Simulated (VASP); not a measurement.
Runs of VASP 6.6.1 on Cu. The structure is that of space group Im-3m (No. 229), or close to it. The cells are those of the table. 

| cell | gap on the mesh (eV) | pressure (GPa) |
| --- | --- | --- |
| a = 2.447 Å, angles 109.5°, 1 atom | none | 10.6 |
| a = 2.482 Å, angles 109.5°, 1 atom | none | 3.5 |
| a = 2.498 Å, angles 109.5°, 1 atom | none | 0.6 |
| a = 2.465 Å, angles 109.5°, 1 atom | none | (a) |

Alike in all rows: task single point; level PBE; potentials or basis VASP PAW PBE potentials, release 64 (Cu); no spin polarisation; k mesh 53 × 53 × 53; cutoff (eV) 520; smearing fermi-dirac 0.0612256 eV.

**Question.** Fill in the values left out.

**Answer.** (a) 6.8.

A gap of «none» marks levels without a gap at the run's occupations.
